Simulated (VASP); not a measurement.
Runs of VASP 6.6.1 on Br. The structure is that of space group Cmce (No. 64), or close to it. The cells are those of the table. 

```tsv
task	level	potentials or basis	cell	cutoff (eV)	smearing	gap on the mesh (eV)	pressure (GPa)	relaxed volume (Å³/atom)	largest force (eV/Å)
relaxation of cell and atoms	revPBE	VASP PAW PBE potentials, release 64 (Br)	relaxed from a = 4.087, b = 4.087, c = 8.702 Å, angles 90.0, 90.0, 69.3°, 4 atoms	600	fermi-dirac 0.05 eV	1.61	0.0	53.79	0.01
relaxation of cell and atoms	PBE+D3(BJ)	VASP PAW PBE potentials, release 64 (Br)	relaxed from a = 4.087, b = 4.087, c = 8.702 Å, angles 90.0, 90.0, 69.3°, 4 atoms	600	fermi-dirac 0.05 eV	1.33	0.0	31.13	0.01
single point	PBE	VASP PAW PBE potentials, release 64 (Br)	a = 4.087, b = 4.087, c = 8.702 Å, angles 90.0, 90.0, 69.3°, 4 atoms	520	gaussian 0.023 eV	(b)	1.9	-	0.88
single point	LDA	VASP PAW LDA potentials, release 64 (Br)	a = 4.114, b = 4.114, c = 8.760 Å, angles 90.0, 90.0, 69.3°, 4 atoms	520	fermi-dirac 0.05 eV	(c)	-1.7	-	0.51
single point	r2SCAN	VASP PAW PBE potentials, release 64 (Br)	a = 4.087, b = 4.087, c = 8.702 Å, angles 90.0, 90.0, 69.3°, 4 atoms	520	fermi-dirac 0.05 eV	(a)	0.7	-	0.58
```

Alike in all rows: no spin polarisation; k mesh 7 × 7 × 3.

Question: Fill in the values left out.

Answer: (a) 2.21; (b) 1.90; (c) 1.70.

Caveats: an odd mesh through Γ misses points on the zone boundary, where band edges can lie; this functional lacks dispersion, which holds the molecules together, so the pressure and a relaxed volume are unreliable (at least some runs); the PAW data sets were made with another functional, which shifts forces and pressure a little (at least some runs); the volume moved by over 15 % at a fixed basis, so the end points are rough (at least some runs).

A k mesh can miss the band edges, and the runs leave out spin-orbit coupling on Br.
